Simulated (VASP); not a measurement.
Set up this calculation in VASP 6.6.1, as the native input.

```yaml
Task: single point
Functional: PBEsol
Potentials_or_basis: VASP PAW PBE potentials, release 64 (Ti_sv, Al)
Cutoff: 520 eV
k_mesh: 21 × 21 × 12
Occupations: gaussian, width 0.15 eV
Spin: collinear spin
Starting_moments: "[0.75, 0.0] μB"
Fixed_moment: 0.75 μB
Dipole_correction: no
Further_INCAR_settings: ALGO = Fast; EDIFF = 1e-06; NBANDS = 18
```

The structure of TiAl lies in POSCAR:

```
TiAl
1.0
    2.9571946349      0.0000000000      0.0000000000
   -1.4785973175      2.5610056778      0.0000000000
    0.0000000000      0.0000000000      4.7970577516
Ti Al
1 1
Direct
    0.0000000000      0.0000000000      0.0000000000
    0.3333333333      0.6666666667      0.5000000000
```

These files were run (other wordings do the same):

INCAR

```
ALGO = Fast ; EDIFF = 1E-6
ENCUT = 520 ; GGA = PS
ISIF = 2 ; ISMEAR = 0
ISPIN = 2 ; LASPH = T
LCHARG = F ; LMAXMIX = 4
LORBIT = 11 ; LREAL = F
LWAVE = F ; MAGMOM = 0.75 0
NBANDS = 18 ; NELM = 150
NUPDOWN = 0.75 ; PREC = Accurate
SIGMA = 0.15
```

KPOINTS

```
k-points
0
Gamma
  21 21 12
```

Potentials or basis: VASP PAW PBE potentials, release 64 (Ti_sv, Al).

The run is started by

```bash
$ cat potpaw_PBE.64/Ti_sv/POTCAR potpaw_PBE.64/Al/POTCAR > POTCAR
$ mpirun -np 1 vasp_std > vasp.out
```

Results of the run:

```yaml
Pressure: -9.8 GPa
Net_moment: 0.75 μB per cell
Site_moments: Ti +0.47; Al +0.01 μB
Valence_electrons_inside_the_program's_atomic_spheres: Ti 10.17; Al 0.77
```

Caveat: the cell stands under tension; the PAW data sets were made with another functional, which shifts forces and pressure a little; the total moment is fixed, so each spin has its own Fermi level and the state may be an excited one.

Run time: 4.8 min on 1 thread of Intel(R) Xeon(R) Platinum 8488C (Sapphire Rapids), on a shared host, peak memory 0.42 GiB.
